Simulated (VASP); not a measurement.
A run of VASP 6.6.1:

File INCAR:

```
SYSTEM = P
ALGO = Normal ; EDIFF = 1E-6
ENCUT = 520 ; GGA = PE
ISIF = 2 ; ISMEAR = -1
LASPH = .TRUE. ; LCHARG = .TRUE.
LELF = .TRUE. ; LREAL = .FALSE.
LVHAR = .TRUE. ; LWAVE = .FALSE.
NBANDS = 8 ; NELM = 100
PREC = Accurate ; SIGMA = 0.1
```

File KPOINTS:

```
k-points
0
G
  16 16 16
  0 0 0
```

The input POSCAR:

```
P
1.0
    0.0000000000      1.9878987876      1.9878987876
    1.9878987876      0.0000000000      1.9878987876
    1.9878987876      1.9878987876      0.0000000000
P
1
Direct
    0.0000000000      0.0000000000      0.0000000000
```

Potentials or basis: VASP PAW PBE potentials, release 64 (P).

The run is started by

```bash
$ cat potpaw_PBE.64/P/POTCAR > POTCAR
$ mpirun -np 1 vasp_std > vasp.out
```

Hardware: 1 thread of AMD EPYC 7R43 64-Core Processor (Zen 3), on a shared host.

**Question.** How long does it take, and how much memory?

**Answer.** Wall time 24 s on 1 thread of AMD EPYC 7R43 64-Core Processor (Zen 3), on a shared host, peak memory 0.1 GiB. Counts: scf iterations 9, k points 145.
